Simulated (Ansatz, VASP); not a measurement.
Two plane-wave programs on ZnO

Contents of INCAR:

```
SYSTEM = ZnO
  PREC = Accurate
  ENCUT = 1340
  EDIFF = 1E-6
  ISMEAR = 0
  SIGMA = 0.1
  LREAL = .FALSE.
  LASPH = .TRUE.
  NELM = 120
  ALGO = Normal
  ISIF = 2
  LWAVE = .FALSE.
  LCHARG = .TRUE.
  GGA = PS
  LELF = .TRUE.
  LVHAR = .TRUE.
  NBANDS = 16
  GGA_COMPAT = .FALSE.
```

Contents of KPOINTS:

```
regular mesh
0
G
  8 8 8
  0 0 0
```

Contents of POSCAR:

```
ZnO
1.0
    0.0000000000      2.1183190767      2.1183190767
    2.1183190767      0.0000000000      2.1183190767
    2.1183190767      2.1183190767      0.0000000000
Zn O
1 1
Direct
    0.0000000000      0.0000000000      0.0000000000
    0.5000000000      0.5000000000      0.5000000000
```

Input for Ansatz:

```yaml
crystal:
  lattice:
    - [0.0, 2.1183190767, 2.1183190767]
    - [2.1183190767, 0.0, 2.1183190767]
    - [2.1183190767, 2.1183190767, 0.0]
  atoms:
    - { symbol: Zn, position: [0.0, 0.0, 0.0] }
    - { symbol: O, position: [0.5, 0.5, 0.5] }
basis:
  ecutwfc: 420
kpoints:
  mp_grid: { grid: [8, 8, 8] }
hamiltonian:
  xc: pbesol
scf:
  occupations: { method: gaussian, width: 0.1 }
output:
  forces: true
  stress: true
  eigenvalues: true
```

Alike in both runs: task single point; functional PBEsol; k mesh 8 × 8 × 8; occupations gaussian, width 0.1 eV; no spin polarisation.

|  | VASP | Ansatz |
| --- | --- | --- |
| version | VASP 6.6.1 | Ansatz 0.2.0 |
| potentials or method | VASP PAW PBE potentials, release 64 (Zn, O_h), cutoff 1340 eV | scalar-relativistic, plane waves, PAW |
| valence electrons in the cell | 18 | 18 |

VASP gave:

* gap on the k mesh at the Fermi level (eV): 0.94
* least direct gap on the mesh (eV): 2.44
* pressure (GPa): 5.1

Estimate Ansatz's values.

gap on the k mesh at the Fermi level (eV): 0.97; least direct gap on the mesh (eV): 2.48; pressure (GPa): 3.9.

VASP's potentials were made for PBE, not for PBEsol.
